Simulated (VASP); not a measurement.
# W (Im-3m) in VASP: a series of runs

Runs on W. Level: PBE. Tasks: single point, relaxation of cell and atoms.

All numbers are computed with VASP 6.6.1; they aren't measurements. Logs are shortened: lines on timing, memory, paths and dates and some standing lists are left out, and cuts for length are marked.

## Step 1: The cell of the first run

It takes space group Im-3m (No. 229, cubic). Conventional cell: a = 3.183 Å, b = 3.183 Å, c = 3.183 Å, α = 90.00°, β = 90.00°, γ = 90.00°. Within 3.6 Å of W (site symmetry m-3m) lie 14 W at 2.76 to 3.18 Å.

## Step 2: Single point, PBE

File INCAR:

```
SYSTEM = W
ALGO = Normal
EDIFF = 1E-7
ENCUT = 520
GGA = PE
ISIF = 2
ISMEAR = -1
LASPH = .True.
LCHARG = .True.
LELF = .True.
LREAL = .False.
LVHAR = .True.
LWAVE = .False.
NBANDS = 21
NELM = 60
PREC = Accurate
SIGMA = 0.08
```

File KPOINTS:

```
k-points
0
Gamma
  11 11 11
  0 0 0
```

File POSCAR:

```
W
1.0
    3.1834185694      0.0000000000      0.0000000000
    0.0000000000      3.1834185694      0.0000000000
    0.0000000000      0.0000000000      3.1834185694
W
2
Direct
    0.0000000000      0.0000000000      0.0000000000
    0.5000000000      0.5000000000      0.5000000000
```

Potentials or basis: VASP PAW PBE potentials, release 64 (W_sv).

Started as:

```console
$ cat potpaw_PBE.64/W_sv/POTCAR > POTCAR
$ mpirun -np 1 vasp_std > vasp.out
```

OUTCAR:

```text
SYSTEM = W
   EDIFF = 1E-7
   ENCUT = 520
   GGA = PE
   ISIF = 2
   ISMEAR = -1
   LASPH = .True.
   LREAL = .False.
   NELM = 60
   PREC = Accurate

 ion  position               nearest neighbor table
   1  0.000  0.000  0.000-   2 2.76   2 2.76   2 2.76   2 2.76   2 2.76   2 2.76   2 2.76   2 2.76

   2  0.500  0.500  0.500-   1 2.76   1 2.76   1 2.76   1 2.76   1 2.76   1 2.76   1 2.76   1 2.76

  LATTYP: Found a simple cubic cell.
 ALAT       =     3.1834185694

  Lattice vectors:

 A1 = (   3.1834185694,   0.0000000000,   0.0000000000)
 A2 = (   0.0000000000,   3.1834185694,   0.0000000000)
 A3 = (   0.0000000000,   0.0000000000,   3.1834185694)

Analysis of symmetry for initial positions (statically):
=====================================================================
 Subroutine PRICEL returns following result:

  LATTYP: Found a body centered cubic cell.
 ALAT       =     3.1834185694

  Lattice vectors:

 A1 = (   1.5917092847,   1.5917092847,  -1.5917092847)
 A2 = (  -1.5917092847,   1.5917092847,   1.5917092847)
 A3 = (   1.5917092847,  -1.5917092847,   1.5917092847)

   2 primitive cells build up your supercell.

 Routine SETGRP: Setting up the symmetry group for a
 simple cubic supercell.

 Subroutine GETGRP returns: Found 48 space group operations
 (whereof 48 operations were pure point group operations)
 out of a pool of 48 trial point group operations.

The static configuration has the point symmetry O_h .

Analysis of symmetry for dynamics (positions and initial velocities):
=====================================================================
 Subroutine PRICEL returns following result:

  LATTYP: Found a body centered cubic cell.
 ALAT       =     3.1834185694

  Lattice vectors:

 A1 = (   1.5917092847,   1.5917092847,  -1.5917092847)
 A2 = (  -1.5917092847,   1.5917092847,   1.5917092847)
 A3 = (   1.5917092847,  -1.5917092847,   1.5917092847)

   2 primitive cells build up your supercell.

 Routine SETGRP: Setting up the symmetry group for a
 simple cubic supercell.

 Subroutine GETGRP returns: Found 48 space group operations
 (whereof 48 operations were pure point group operations)
 out of a pool of 48 trial point group operations.

The dynamic configuration has the point symmetry O_h .

 Subroutine INISYM returns: Found 48 space group operations
 (whereof 48 operations are pure point group operations),
 and found     2 'primitive' translations

----------------------------------------------------------------------------------------

                                     Primitive cell

  volume of cell :      16.1306

  direct lattice vectors                    reciprocal lattice vectors
     1.591709285  1.591709285 -1.591709285     0.314127715  0.314127715  0.000000000
    -1.591709285  1.591709285  1.591709285    -0.000000000  0.314127715  0.314127715
     1.591709285 -1.591709285  1.591709285     0.314127715  0.000000000  0.314127715

  length of vectors
     2.756921352  2.756921352  2.756921352     0.444243674  0.444243674  0.444243674

  position of ions in fractional coordinates (direct lattice)
     0.000000000  0.000000000  0.000000000

  ion indices of the primitive-cell ions
   primitive index   ion index
                 1           1

----------------------------------------------------------------------------------------

 KPOINTS: k-points

Automatic generation of k-mesh.
 Grid dimensions read from file:
 generate k-points for:   11   11   11

 Generating k-lattice:

  Cartesian coordinates                     Fractional coordinates (reciprocal lattice)
     0.028557065  0.000000000  0.000000000     0.090909091  0.000000000  0.000000000
     0.000000000  0.028557065  0.000000000     0.000000000  0.090909091  0.000000000
     0.000000000  0.000000000  0.028557065     0.000000000  0.000000000  0.090909091

  Length of vectors
     0.028557065  0.028557065  0.028557065

  Shift w.r.t. Gamma in fractional coordinates (k-lattice)
     0.000000000  0.000000000  0.000000000

 Subroutine IBZKPT returns following result:
 ===========================================

 Found     56 irreducible k-points:

 Following reciprocal coordinates:
            Coordinates               Weight
  0.000000  0.000000  0.000000      1.000000
  0.090909  0.000000  0.000000      6.000000
  0.181818  0.000000  0.000000      6.000000
  0.272727  0.000000  0.000000      6.000000
  0.363636  0.000000  0.000000      6.000000
  0.454545  0.000000  0.000000      6.000000
[... 16 lines left out ...]
  0.181818  0.090909  0.090909     24.000000
  0.272727  0.090909  0.090909     24.000000
 [... further k-points ...]
   k-points           NKPTS =     56   k-points in BZ     NKDIM =     56   number of bands    NBANDS=     21
   number of dos      NEDOS =    301   number of ions     NIONS =      2
   total plane-waves  NPLWV =  13824
   dimension x,y,z NGX =    24 NGY =   24 NGZ =   24
   dimension x,y,z NGXF=    48 NGYF=   48 NGZF=   48
   ions per type =               2
   NGX,Y,Z   is equivalent  to a cutoff of  12.53, 12.53, 12.53 a.u.
   NGXF,Y,Z  is equivalent  to a cutoff of  25.07, 25.07, 25.07 a.u.
 SYSTEM =  W
   PREC   = accura    normal or accurate (medium, high low for compatibility)
   ISTART =      0    job   : 0-new  1-cont  2-samecut
   ICHARG =      2    charge: 1-file 2-atom 10-const
   ISPIN  =      1    spin polarized calculation?
   LNONCOLLINEAR =      F non collinear calculations
   LSORBIT =      F    spin-orbit coupling
   LASPH  =      T    aspherical Exc in radial PAW
   ENCUT  =  520.0 eV  38.22 Ry    6.18 a.u.   5.92  5.92  5.92*2*pi/ulx,y,z
   NELM   =     60;   NELMIN=  2; NELMDL= -5     # of ELM steps
   EDIFF  = 0.1E-06   stopping-criterion for ELM
   LREAL  =      F    real-space projection
   EDIFFG = 0.1E-05   stopping-criterion for IOM
   NSW    =      0    number of steps for IOM
   IBRION =     -1    ionic relax: 0-MD 1-quasi-New 2-CG
   NFREE  =      0    steps in history (QN), initial steepest desc. (CG)
   ISIF   =      2    stress and relaxation
   ISYM   =      2    0-nonsym 1-usesym 2-fastsym
   POTIM  = 0.5000    time-step for ionic-motion
   TEBEG  =    0.0;   TEEND  =   0.0 temperature during run
   PSTRESS=    0.0 pullay stress
   NELECT =      28.0000    total number of electrons
   NUPDOWN=      -1.0000    fix difference up-down
   EMIN   =  10.00;   EMAX   =-10.00  energy-range for DOS
   EFERMI =   0.00;   METHOD = LEGACY
   ISMEAR =    -1;   SIGMA  =   0.08  broadening in eV -4-tet -1-fermi 0-gaus
   EFERMI_NEDOS =   21; number of points for ismear=-14 and -15
   IALGO  =     38    algorithm
   IMIX   =      4    mixing-type and parameters
     AMIX     =   0.40;   BMIX     =  1.00
     AMIX_MAG =   1.60;   BMIX_MAG =  1.00
  volume/ion in A,a.u.               =      16.13       108.85
  Fermi-wavevector in a.u.,A,eV,Ry     =   1.561590  2.950978 33.178680  2.438564
  Thomas-Fermi vector in A             =   2.664633
   LORBIT       =      0    0 simple, 1 ext, 2 COOP (PROOUT), +10 PAW based schemes
   GGA     = PE    functional components
   LHFCALC =     F    Hartree Fock is set to
   AEXX    =    0.0000 exact exchange contribution
   IVDW    =     0    specifies the selected vdW correction
   LEPSILON=     F    determine dielectric tensor
   LRPA    =     F    only Hartree local field effects (RPA)
 non-spin polarized calculation
  energy-cutoff  :      520.00
  volume of cell :       32.26
 maximum number of plane-waves:       895
 NGX is ok and might be reduce to    24

 number of electron      27.9999994 magnetization

 Free energy of the ion-electron system (eV)
  ---------------------------------------------------
  ext. energy  EPLUGINS =         0.00000000
  ---------------------------------------------------
  free energy    TOTEN  =       -25.91580462 eV

  energy without entropy =      -25.89208955  energy(sigma->0) =      -25.90394708

 E-fermi :  11.1815     XC(G=0): -13.5413

 val. band max:       11.1715632900   @ k =   0.1818   0.0909   0.0909
 cond. band min:      11.1946386342   @ k =   0.4545   0.4545   0.0909
 fundamental gap:      0.0230753442
 Fermi energy:        11.1815147835

 k-point     1 :       0.0000    0.0000    0.0000
  band No.  band energies     occupation
      1     -63.0080      2.00000
      2     -62.7913      2.00000
      3     -27.4492      2.00000
      4     -27.4492      2.00000
      5     -27.4492      2.00000
      6     -26.5956      2.00000
[... 13 lines left out ...]
     20      19.3000      0.00000
     21      19.3000      0.00000

 k-point     2 :       0.0909    0.0000    0.0000
  band No.  band energies     occupation
      1     -63.0031      2.00000
      2     -62.7950      2.00000
      3     -27.4494      2.00000
      4     -27.4315      2.00000
      5     -27.4315      2.00000
      6     -26.6320      2.00000
[... 13 lines left out ...]
     20      18.6345      0.00000
     21      20.3501      0.00000

 k-point     3 :       0.1818    0.0000    0.0000
  band No.  band energies     occupation
      1     -62.9887      2.00000
      2     -62.8062      2.00000
      3     -27.4460      2.00000
      4     -27.3797      2.00000
      5     -27.3797      2.00000
      6     -26.7331      2.00000
[... 13 lines left out ...]
     20      17.2215      0.00000
     21      22.3533      0.00000

 k-point     4 :       0.2727    0.0000    0.0000
  band No.  band energies     occupation
      1     -62.9665      2.00000
      2     -62.8243      2.00000
      3     -27.4283      2.00000
      4     -27.2984      2.00000
      5     -27.2984      2.00000
      6     -26.8773      2.00000
[... 13 lines left out ...]
     20      15.8092      0.00000
     21      24.6553      0.00000

 k-point     5 :       0.3636    0.0000    0.0000
  band No.  band energies     occupation
      1     -62.9386      2.00000
      2     -62.8483      2.00000
      3     -27.3840      2.00000
      4     -27.1945      2.00000
      5     -27.1945      2.00000
      6     -27.0366      2.00000
[... 13 lines left out ...]
     20      14.8624      0.00000
     21      26.8002      0.00000

 k-point     6 :       0.4545    0.0000    0.0000
  band No.  band energies     occupation
      1     -62.9077      2.00000
      2     -62.8768      2.00000
      3     -27.3035      2.00000
      4     -27.1849      2.00000
      5     -27.0767      2.00000
      6     -27.0767      2.00000
[... 13 lines left out ...]
     20      14.6325      0.00000
     21      25.6551      0.00000

 k-point     7 :       0.0909    0.0909    0.0000
  band No.  band energies     occupation
      1     -62.9983      2.00000
      2     -62.7986      2.00000
      3     -27.4788      2.00000
      4     -27.4143      2.00000
      5     -27.3856      2.00000
      6     -26.6994      2.00000
[... 13 lines left out ...]
     20      19.2384      0.00000
     21      20.0035      0.00000
[... 291 lines left out ...]
      1     -62.8919      2.00000
      2     -62.8790      2.00000
      3     -27.7613      2.00000
      4     -27.7150      2.00000
      5     -27.0225      2.00000
      6     -26.9717      2.00000
[... 13 lines left out ...]
     20      16.8228      0.00000
     21      22.1477      0.00000

 k-point    21 :       0.4545    0.4545    0.0000
  band No.  band energies     occupation
      1     -62.8864      2.00000
      2     -62.8820      2.00000
      3     -27.8043      2.00000
      4     -27.7885      2.00000
      5     -27.0023      2.00000
      6     -26.9850      2.00000
[... 13 lines left out ...]
     20      17.1716      0.00000
     21      21.9432      0.00000

 k-point    22 :       0.0909    0.0909    0.0909
  band No.  band energies     occupation
      1     -62.9937      2.00000
      2     -62.8021      2.00000
      3     -27.4605      2.00000
      4     -27.4605      2.00000
      5     -27.3256      2.00000
      6     -26.7613      2.00000
[... 13 lines left out ...]
     20      20.2765      0.00000
     21      20.2765      0.00000

 k-point    23 :       0.1818    0.0909    0.0909
  band No.  band energies     occupation
      1     -62.9803      2.00000
      2     -62.8122      2.00000
      3     -27.5012      2.00000
      4     -27.4071      2.00000
      5     -27.2410      2.00000
      6     -26.8865      2.00000
[... 13 lines left out ...]
     20      18.8875      0.00000
     21      21.4341      0.00000

 k-point    24 :       0.2727    0.0909    0.0909
  band No.  band energies     occupation
      1     -62.9595      2.00000
      2     -62.8286      2.00000
      3     -27.5171      2.00000
      4     -27.3232      2.00000
      5     -27.1445      2.00000
      6     -27.0396      2.00000
[... 13 lines left out ...]
     20      17.3934      0.00000
     21      23.0341      0.00000

 [... further k-points ...]
[... 5 lines left out ...]
  --------------------------------------------------------------------------------------
  -------------------------------------------------------------------------------------
  Total        0.0883521      0.0883521      0.0883521     -0.0000000      0.0000000     -0.0000000
  in kB        4.3877923      4.3877923      4.3877923     -0.0000000      0.0000000     -0.0000000
  external PRESSURE =       4.3877923 kB  Pullay stress =       0.0000000 kB

 VOLUME and BASIS-vectors are now :
 -----------------------------------------------------------------------------
  energy-cutoff  :      520.00
  volume of cell :       32.26
      direct lattice vectors                 reciprocal lattice vectors
     3.183418569  0.000000000  0.000000000     0.314127715  0.000000000  0.000000000
     0.000000000  3.183418569  0.000000000     0.000000000  0.314127715  0.000000000
     0.000000000  0.000000000  3.183418569     0.000000000  0.000000000  0.314127715

 POSITION                                       TOTAL-FORCE (eV/Angst)
 -----------------------------------------------------------------------------------
      0.00000      0.00000      0.00000         0.000000      0.000000      0.000000
      1.59171      1.59171      1.59171        -0.000000     -0.000000     -0.000000
 -----------------------------------------------------------------------------------
    total drift:                                0.000000      0.000000     -0.000000

  FREE ENERGIE OF THE ION-ELECTRON SYSTEM (eV)
  ---------------------------------------------------
  free  energy   TOTEN  =       -25.9158046167 eV

  energy  without entropy=      -25.8920895513  energy(sigma->0) =      -25.90394708
```

Run time: 36 s. Hardware: 1 thread of AMD EPYC 7R43 (Zen 3), shared host; peak memory 0.12 GiB.

Results:

```
Free energy            : -25.9158 eV
Pressure               : 0.4 GPa
Band gap on the k mesh : zero (band 14 reaches 11.50 eV, above the bottom of band 15 at 10.87 eV)
```

Caveat: spin-orbit coupling is left out, which moves the levels of the heavy elements.

## Step 3: Single point, PBE

This run uses another cell than the first one: it holds 1 atom, not 2.

File INCAR:

```
SYSTEM = W
  ALGO = Normal
  EDIFF = 1E-7
  ENCUT = 520
  GGA = PE
  ISIF = 2
  ISMEAR = -1
  LASPH = .True.
  LCHARG = .False.
  LREAL = .False.
  LWAVE = .False.
  NBANDS = 13
  NELM = 100
  PREC = Accurate
  SIGMA = 0.08
```

File KPOINTS:

```
k-points
0
Gamma
  19 19 19
  0 0 0
```

File POSCAR:

```
W
1.0
   -1.5917092847      1.5917092847      1.5917092847
    1.5917092847     -1.5917092847      1.5917092847
    1.5917092847      1.5917092847     -1.5917092847
W
1
Direct
    0.0000000000      0.0000000000      0.0000000000
```

Potentials or basis: VASP PAW PBE potentials, release 64 (W_sv).

Started as:

```console
$ cat potpaw_PBE.64/W_sv/POTCAR > POTCAR
$ mpirun -np 1 vasp_std > vasp.out
```

It took 47 s on 1 thread of AMD EPYC 7R43 (Zen 3), shared host; peak memory 0.14 GiB.

It converged, with:

- Free energy: -12.9604 eV
- Pressure: 0.5 GPa
- Band gap on the k mesh: zero (band 7 reaches 15.90 eV, above the bottom of band 8 at 9.99 eV)

Levels at points of the mesh, in eV from the Fermi level:
| k point | band 4 | band 5 | band 6 | band 7 | band 8 | band 9 | band 10 | band 11 |
| --- | --- | --- | --- | --- | --- | --- | --- | --- |
| (0.00, 0.00, 0.00) | -37.76 | -9.51 | -1.17 | -1.17 | -1.17 | 2.25 | 2.25 | 14.51 |

Caveat: spin-orbit coupling is left out, which moves the levels of the heavy elements.

## Step 4: Relaxation of cell and atoms, PBE

This run uses another cell than the first one: it holds 1 atom, not 2.

File INCAR:

```
  PREC = Accurate
  ENCUT = 600
  EDIFF = 1E-6
  ISMEAR = -1
  SIGMA = 0.08
  LREAL = False
  LASPH = True
  NELM = 60
  ALGO = Normal
  ISIF = 3
  LWAVE = False
  LCHARG = False
  GGA = PE
  IBRION = 2
  NSW = 60
  EDIFFG = -0.005
```

File KPOINTS:

```
Automatic mesh
0
Gamma
  19 19 19
```

File POSCAR:

```
W
1.0
   -1.5921819128      1.5921819128      1.5921819128
    1.5921819128     -1.5921819128      1.5921819128
    1.5921819128      1.5921819128     -1.5921819128
W
1
Direct
    0.0000000000      0.0000000000      0.0000000000
```

Started as:

```console
$ cat potpaw_PBE.64/W_sv/POTCAR > POTCAR
$ mpirun -np 1 vasp_std > vasp.out
```

Wall time 56 s (1 thread of AMD EPYC 7R43 (Zen 3), shared host); peak memory 0.15 GiB.

The run converged. Its results:

```
Free energy                            : -12.9607 eV
Relaxed volume                         : 16.16 Å³/atom
Relaxed cell                           : a = 2.759 Å, b = 2.759 Å, c = 2.759 Å, α = 109.47°, β = 109.47°, γ = 109.47°
Space group after relaxing (to 0.05 Å) : Im-3m (No. 229)
Energy gained by relaxing              : 0.0 meV/atom
Ionic steps                            : 3
Pressure after relaxing                : 0.0 GPa
Band gap on the k mesh                 : zero (band 7 reaches 15.87 eV, above the bottom of band 8 at 9.97 eV)
```

Final structure:
```
W
1.0
    -1.59266    1.59266    1.59266
     1.59266   -1.59266    1.59266
     1.59266    1.59266   -1.59266
W
1
Direct
  0.00000 0.00000 0.00000
```

Levels at points of the mesh, in eV from the Fermi level:
| k point | band 4 | band 5 | band 6 | band 7 | band 8 | band 9 | band 10 | band 11 |
| --- | --- | --- | --- | --- | --- | --- | --- | --- |
| (0.00, 0.00, 0.00) | -37.77 | -9.50 | -1.17 | -1.17 | -1.17 | 2.25 | 2.25 | 14.50 |

Caveat: spin-orbit coupling is left out, which moves the levels of the heavy elements.

## Step 5: Overview

```tsv
task	cell	k mesh	cutoff (eV)	gap on the mesh (eV)	pressure (GPa)
single point	a = 3.183 Å, 2 atoms	11 × 11 × 11	520	none	0.4
single point	a = 2.757 Å, angles 109.5°, 1 atom	19 × 19 × 19	520	none	0.5
relaxation of cell and atoms	relaxed from a = 2.758 Å, angles 109.5°, 1 atom	19 × 19 × 19	600	none	0.0
```

Alike in all rows: level PBE; potentials or basis VASP PAW PBE potentials, release 64 (W_sv); no spin polarisation; smearing fermi-dirac 0.08 eV.

Caveats: spin-orbit coupling is left out, which moves the levels of the heavy elements.

Total energies depend on the potentials used, so only differences within one code and one set of settings carry meaning.
